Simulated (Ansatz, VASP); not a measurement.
**Two plane-wave programs on Hf2Si3**

```
CELL_PARAMETERS angstrom
3.73095 0.00000 0.00000
-1.86547 3.23109 0.00000
0.00000 0.00000 7.61325
ATOMIC_POSITIONS crystal
Hf 0.33333 0.66667 0.80418
Hf 0.66667 0.33333 0.19582
Si 0.00000 0.00000 0.00000
Si 0.33333 0.66667 0.42809
Si 0.66667 0.33333 0.57191
```

Change from the starting cell: species swapped into the Mg3Sb2 type (P-3m1, No. 164).

Alike in both runs: functional PBE; k mesh 12 × 12 × 6; occupations gaussian, width 0.1 eV; no spin polarisation.

Ansatz relaxed the structure, and its values are those at the end. VASP's run is a single point on that final structure, the one shown.

|  | VASP | Ansatz |
| --- | --- | --- |
| version | VASP 6.6.1 | Ansatz 0.2.0 |
| potentials or method | VASP PAW PBE potentials, release 64 (Hf_pv, Si), cutoff 520 eV | scalar-relativistic, plane waves, PAW |
| valence electrons in the cell | 32 | 64 |

|  | VASP | Ansatz | Ansatz less VASP |
| --- | --- | --- | --- |
| gap on the k mesh at the Fermi level (eV) | none | none | - |
| pressure (GPa) | -0.1 | 0.0 | +0.06 |
| rms of the force components (eV/Å) | 0.009 | 0.001 | -0.0083 |

A gap of «none» marks a metal or a gap that the smearing closes. VASP's potentials hold 32 valence electrons a cell and Ansatz's 64, so a difference there can come from the potentials and not from the codes.

Neither program's run includes spin-orbit coupling.
